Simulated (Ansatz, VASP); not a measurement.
Two plane-wave programs on Ti3Al

```
Ti Al
1.0
     2.90346    0.00000    0.00000
    -1.45173    2.51447    0.00000
     0.00000    0.00000    9.14874
Ti Al
3 1
Direct
  0.66667 0.33333 0.00000
  0.33333 0.66667 0.75046
  0.33333 0.66667 0.24954
  0.66667 0.33333 0.50000
```

Alike in both runs: task single point; functional PBE; k mesh 18 × 18 × 6; occupations gaussian, width 0.15 eV; no spin polarisation.

|  | VASP | Ansatz |
| --- | --- | --- |
| version | VASP 6.6.1 | Ansatz 0.2.0 |
| potentials or method | VASP PAW PBE potentials, release 64 (Ti_sv, Al), cutoff 520 eV | scalar-relativistic, plane waves, PAW |
| valence electrons in the cell | 39 | 39 |

Ansatz gave:

```
gap on the k mesh at the Fermi level (eV)                     : none
pressure (GPa)                                                : 3.1
traceless stress, the component that is largest in VASP (GPa) : 0.23
rms of the force components (eV/Å)                            : 0.009
```

**Question.** Which values does VASP return?

**Answer.** gap on the k mesh at the Fermi level (eV): none; pressure (GPa): 2.9; traceless stress, the component that is largest in VASP (GPa): 0.26; rms of the force components (eV/Å): 0.005.

Atom by atom the forces differ by 0.004 eV/Å (rms over components). A gap of «none» marks a metal or a gap that the smearing closes.
